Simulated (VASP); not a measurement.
Input of a VASP 6.6.1 run:

Contents of POSCAR:

```
SrCl2
1.0
    0.0000000000      3.4883500000      3.4883500000
    3.4883500000      0.0000000000      3.4883500000
    3.4883500000      3.4883500000      0.0000000000
Sr Cl
1 2
Direct
    0.0000000000      0.0000000000      0.0000000000
    0.7500000000      0.7500000000      0.7500000000
    0.2500000000      0.2500000000      0.2500000000
```

Contents of INCAR.step1:

```
  PREC = Accurate
  ENCUT = 400
  EDIFF = 1E-5
  ISMEAR = -1
  SIGMA = 0.05
  LREAL = F
  LASPH = T
  NELM = 120
  ALGO = Normal
  ISIF = 2
  LWAVE = T
  LCHARG = F
  NBANDS = 19
  GGA = PE
  GGA_COMPAT = F
```

Contents of INCAR.step2:

```
  PREC = Accurate
  ENCUT = 400
  EDIFF = 1E-6
  ISMEAR = -1
  SIGMA = 0.05
  LREAL = F
  LASPH = T
  NELM = 120
  ALGO = Normal
  ISIF = 2
  LWAVE = F
  LCHARG = F
  GGA = PE
  LHFCALC = T
  AEXX = 0.3
  HFSCREEN = 0.2
  PRECFOCK = Normal
  NBANDS = 19
  ISTART = 1
  GGA_COMPAT = F
```

KPOINTS

```
Automatic mesh
0
Gamma
  4 4 4
```

Potentials or basis: VASP PAW PBE potentials, release 64 (Sr_sv, Cl).

Run with:

```bash
$ cat potpaw_PBE.64/Sr_sv/POTCAR potpaw_PBE.64/Cl/POTCAR > POTCAR
$ cp INCAR.step1 INCAR
$ mpirun -np 1 vasp_std > vasp.out
$ cp INCAR.step2 INCAR
$ mpirun -np 1 vasp_std > vasp.out
```

(1) Predict the band gap on the k mesh.

(2) Estimate the pressure.

Results:

(1) 6.90 eV (least direct gap 7.11 eV).

(2) 0.4 GPa.

Caveat: the PAW data sets were made with another functional, which shifts forces and pressure a little.
